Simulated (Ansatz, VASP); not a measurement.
**BN: VASP beside Ansatz**

```
B N
1.0
     2.50399    0.00000    0.00000
    -1.25200    2.16852    0.00000
     0.00000    0.00000    6.66120
B N
2 2
Direct
  0.30661 0.64710 0.25000
  0.69339 0.35290 0.75000
  0.36003 0.68621 0.75000
  0.63997 0.31379 0.25000
```

Change from the starting cell: mode 4 (44.4 1/cm) frozen in, largest displacement -0.060 Å.

Alike in both runs: task single point; functional LDA; k mesh 12 × 12 × 4; occupations gaussian, width 0.05 eV; no spin polarisation.

|  | VASP | Ansatz |
| --- | --- | --- |
| version | VASP 6.6.1 | Ansatz 0.2.0 |
| potentials or method | VASP PAW LDA potentials, release 64 (B, N), cutoff 520 eV | scalar-relativistic, plane waves, PAW |
| valence electrons in the cell | 16 | 16 |

Ansatz gave:

- gap on the k mesh at the Fermi level (eV): 3.86
- least direct gap on the mesh (eV): 4.26
- pressure (GPa): -4.6
- traceless stress, the component that is largest in VASP (GPa): 3.98

Task: Which values does VASP return?

Result: gap on the k mesh at the Fermi level (eV): 3.85; least direct gap on the mesh (eV): 4.25; pressure (GPa): -4.2; traceless stress, the component that is largest in VASP (GPa): 3.39.

LDA's correlation is that of Perdew and Zunger in VASP and of Perdew and Wang (1992) in Ansatz.
